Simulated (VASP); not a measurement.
Write the native input for VASP 6.6.1 that does the following.

```yaml
Task: single point
Functional: PBEsol
Potentials_or_basis: VASP PAW PBE potentials, release 64 (Pb_d)
Cutoff: 520 eV
k_mesh: 12 × 12 × 8
Occupations: gaussian, width 0.1 eV
Spin: no spin polarisation
Dipole_correction: no
Further_INCAR_settings: ALGO = Normal; EDIFF = 1e-07; NBANDS = 21
```

The structure of Pb lies in POSCAR:

```
Pb
1.0
    3.3853284916      0.0000000000      0.0000000000
   -1.6926642458      2.9317804739      0.0000000000
    0.0000000000      0.0000000000      5.6633310927
Pb
2
Direct
    0.3333333333      0.6666666667      0.2500000000
    0.6666666667      0.3333333333      0.7500000000
```

This isn't the form of Pb at room conditions, which is fcc.

These files were run (other wordings do the same):

INCAR

```
ALGO = Normal
EDIFF = 1E-7
ENCUT = 520
GGA = PS
ISIF = 2
ISMEAR = 0
LASPH = T
LCHARG = F
LREAL = F
LWAVE = F
NBANDS = 21
NELM = 100
PREC = Accurate
SIGMA = 0.1
```

KPOINTS

```
k-points
0
Gamma
  12 12 8
```

Potentials or basis: VASP PAW PBE potentials, release 64 (Pb_d).

Launch:

```bash
$ cat potpaw_PBE.64/Pb_d/POTCAR > POTCAR
$ mpirun -np 1 vasp_std > vasp.out
```

Results of the run:

- Pressure: 3.3 GPa
- Band gap on the k mesh: zero (bands 14 and 15 overlap by 8.59 eV)

Caveat: the cell stands under pressure; the PAW data sets were made with another functional, which shifts forces and pressure a little; spin-orbit coupling is left out, which moves the levels of the heavy elements.

Wall time 58 s on 1 thread of Intel(R) Xeon(R) Platinum 8488C (Sapphire Rapids) (shared host), peak memory 0.22 GiB.
